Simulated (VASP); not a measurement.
RbBr:

```
CELL_PARAMETERS angstrom
0.00000 3.86950 3.86950
3.86950 0.00000 3.86950
3.86950 3.86950 0.00000
ATOMIC_POSITIONS crystal
Rb 0.00000 0.00000 0.00000
Br 0.25000 0.25000 0.25000
```

Program: VASP 6.6.1. Alike in all runs: task single point; potentials or basis VASP PAW PBE potentials, release 64 (Rb_sv, Br); no spin polarisation; cell as given; k mesh 4 × 4 × 4; cutoff (eV) 520; smearing gaussian 0.01 eV.

Question: Order these runs on this cell by their band gap on the k mesh, lowest first.
A. level PBEsol
B. level PBE-based screened hybrid with 75 % exact exchange; grid for exact exchange (PRECFOCK) Normal; share of exact exchange 0.75; screening parameter 0.2078 1/Å
C. level HSE06; grid for exact exchange (PRECFOCK) Normal; share of exact exchange 0.25; screening parameter 0.2079 1/Å

Answer: A (4.12 eV), C (5.18 eV), B (7.50 eV).

Caveats: the structure was generated, so it needn't be the stable form of RbBr.

A k mesh can miss the band edges.
